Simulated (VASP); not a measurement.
Cu: relaxation of cell and atoms with PBE

Cu:

```
Cu
1.0
     0.00000    1.80750    1.80750
     1.80750    0.00000    1.80750
     1.80750    1.80750    0.00000
Cu
1
Cartesian
  0.0108 0.0108 0.0108
```

- Program: VASP 6.6.1
- Task: relaxation of cell and atoms
- Functional: PBE
- Potentials or basis: VASP PAW PBE potentials, release 64 (Cu)
- Cutoff: 600 eV
- k mesh: 26 × 26 × 26
- Occupations: gaussian, width 0.1 eV
- Spin: no spin polarisation
- Dipole correction: no
- Further INCAR settings: ALGO = Normal; EDIFF = 1e-06; IBRION = 2; EDIFFG = -0.003; NSW = 80; ISIF = 3

```json
{
 "Relaxed volume": "12.01 Å³/atom",
 "Relaxed cell": "a = 2.570 Å, b = 2.570 Å, c = 2.570 Å, α = 60.00°, β = 60.00°, γ = 60.00°",
 "Space group after relaxing (to 0.1 Å)": "Fm-3m (No. 225)",
 "Energy gained by relaxing": "1.4 meV/atom",
 "Ionic steps": "3",
 "Pressure after relaxing": "0.0 GPa",
 "Band gap on the k mesh": "zero (an odd number of electrons rules out a gap without spin polarisation)"
}
```

Step by step:
| step | energy change (eV) | largest force (eV/Å) | pressure (GPa) | volume (Å³) |
| --- | --- | --- | --- | --- |
| 1 | 0.0000 | 0.0000 | 2.37 | 11.81 |
| 2 | -0.0010 | 0.0000 | -1.25 | 12.11 |
| 3 | -0.0014 | 0.0000 | -0.04 | 12.01 |

Final structure:
```cif
data_structure
_symmetry_space_group_name_H-M 'P 1'
_symmetry_Int_Tables_number 1
_cell_length_a 2.5702
_cell_length_b 2.5702
_cell_length_c 2.5702
_cell_angle_alpha 60.000
_cell_angle_beta 60.000
_cell_angle_gamma 60.000
_cell_volume 12.01
loop_
_atom_site_label
_atom_site_type_symbol
_atom_site_fract_x
_atom_site_fract_y
_atom_site_fract_z
_atom_site_occupancy
Cu1 Cu 0.00300 0.00300 0.00300 1
```

Levels at points of the mesh, in eV from the Fermi level:
```tsv
k point	band 4	band 5	band 6	band 7	band 8	band 9
(0.00, 0.00, 0.00)	-3.00	-2.20	-2.20	22.44	24.96	24.96
(0.50, 0.00, 0.00)	-1.64	-1.64	-0.97	3.65	20.94	21.80
(0.50, 0.50, 0.00)	-1.50	-1.50	1.49	6.98	12.94	12.94
```

Run time: 2.6 min on 1 thread of Intel Xeon 8259CL, on a shared host, peak memory 0.19 GiB.
